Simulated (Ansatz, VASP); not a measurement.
# KI in VASP and in Ansatz

```
CELL_PARAMETERS angstrom
12.10000 0.00000 0.00000
0.00000 16.00000 0.00000
0.00000 0.00000 12.70000
ATOMIC_POSITIONS crystal
K 0.36004 0.53808 0.33228
K 0.38531 0.29815 0.70378
K 0.36928 0.68823 0.62992
K 0.64286 0.47813 0.58198
K 0.62941 0.72075 0.38650
I 0.63384 0.51803 0.31376
I 0.64931 0.29304 0.70806
I 0.64493 0.68843 0.64871
I 0.31952 0.47946 0.58963
I 0.34900 0.74623 0.37479
```

Alike in both runs: functional PBE; k mesh 1 × 1 × 1; occupations gaussian, width 0.05 eV; no spin polarisation.

Ansatz relaxed the structure, and its values are those at the end. VASP's run is a single point on that final structure, the one shown.

|  | VASP | Ansatz |
| --- | --- | --- |
| version | VASP 6.6.1 | Ansatz 0.2.0 |
| potentials or method | VASP PAW PBE potentials, release 64 (K_sv, I), cutoff 520 eV | scalar-relativistic, plane waves, PAW |
| valence electrons in the cell | 80 | 130 |

```csv
,VASP,Ansatz,Ansatz less VASP
gap on the k mesh at the Fermi level (eV),3.37,3.36,-0.002
rms of the force components (eV/Å),0.006,0.005,-0.0013
```

VASP's potentials hold 80 valence electrons a cell and Ansatz's 130, so a difference there can come from the potentials and not from the codes. Ansatz's warnings: xc potential rough in thin density.

Spin-orbit coupling is off throughout.
